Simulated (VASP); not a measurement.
A run of VASP 6.6.1:

INCAR

```
SYSTEM = Cr
  PREC = Accurate
  ENCUT = 520
  EDIFF = 1E-8
  ISMEAR = -1
  SIGMA = 0.08
  LREAL = .False.
  LASPH = .True.
  NELM = 150
  ALGO = Normal
  ISIF = 2
  LWAVE = .False.
  LCHARG = .False.
  ISPIN = 2
  MAGMOM = 3
  LORBIT = 11
  LMAXMIX = 4
  LEFG = .True.
  NBANDS = 16
```

File KPOINTS:

```
regular mesh
0
Gamma
  18 18 18
  0 0 0
```

POSCAR

```
Cr
1.0
   -1.4514996160      1.4514996160      1.4514996160
    1.4514996160     -1.4514996160      1.4514996160
    1.4514996160      1.4514996160     -1.4514996160
Cr
1
Direct
    0.0000000000      0.0000000000      0.0000000000
```

Potentials or basis: VASP PAW LDA potentials, release 64 (Cr_pv).

Launch:

```console
$ cat potpaw_LDA.64/Cr_pv/POTCAR > POTCAR
$ mpirun -np 1 vasp_std > vasp.out
```

Hardware: 1 thread of AMD EPYC 7R43 64-Core Processor (Zen 3), on a shared host.

**Question.** How long does it take, and how much memory?

**Answer.** Wall time 61 s on 1 thread of AMD EPYC 7R43 64-Core Processor (Zen 3) (shared host), peak memory 0.14 GiB. Counts: scf iterations 15, k points 195.
